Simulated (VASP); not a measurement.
The system is Sn.

```xyz
1
Lattice="-2.0292 2.0292 1.6608 2.0292 -2.0292 1.6608 2.0292 2.0292 -1.6608" Properties=species:S:1:pos:R:3 pbc="T T T"
Sn    0.0000    0.0000    0.0000
```

```yaml
Program: VASP 6.6.1
Task: relaxation of cell and atoms
Functional: PBEsol
Potentials_or_basis: VASP PAW PBE potentials, release 64 (Sn_d)
Cutoff: 600 eV
k_mesh: 22 × 22 × 22
Occupations: gaussian, width 0.1 eV
Spin: no spin polarisation
```

At the start: pressure -1.7 GPa; volume 27.35 Å³/atom.

Q: How do energy, volume and symmetry change on relaxing?

A: Over 13 steps the energy falls by 9.2 meV/atom and the volume is 26.24 Å³/atom (-4.1 %); space group I4/mmm (No. 139, to 0.1 Å) before and after.

The path:
```
step  energy change (eV)  largest force (eV/Å)  pressure (GPa)  volume (Å³)
   1              0.0000                0.0000           -1.72        27.35
   2             -0.0062                0.0000            0.37        26.21
   3             -0.0063                0.0000            0.17        26.32
   4             -0.0063                0.0000            0.09        26.34
   5             -0.0072                0.0000            0.07        26.32
   6             -0.0085                0.0000            0.04        26.28
   7             -0.0089                0.0000            0.09        26.17
   8             -0.0092                0.0000            0.04        26.22
   9             -0.0092                0.0000            0.05        26.22
  10             -0.0092                0.0000            0.06        26.21
  11             -0.0092                0.0000            0.06        26.21
  12             -0.0092                0.0000           -0.10        26.29
  13             -0.0092                0.0000            0.04        26.24
```

Final structure:
```
CELL_PARAMETERS angstrom
-1.95936 1.95936 1.70846
1.95936 -1.95936 1.70846
1.95936 1.95936 -1.70846
ATOMIC_POSITIONS crystal
Sn 0.00000 0.00000 0.00000
```

Caveat: the PAW data sets were made with another functional, which shifts forces and pressure a little.
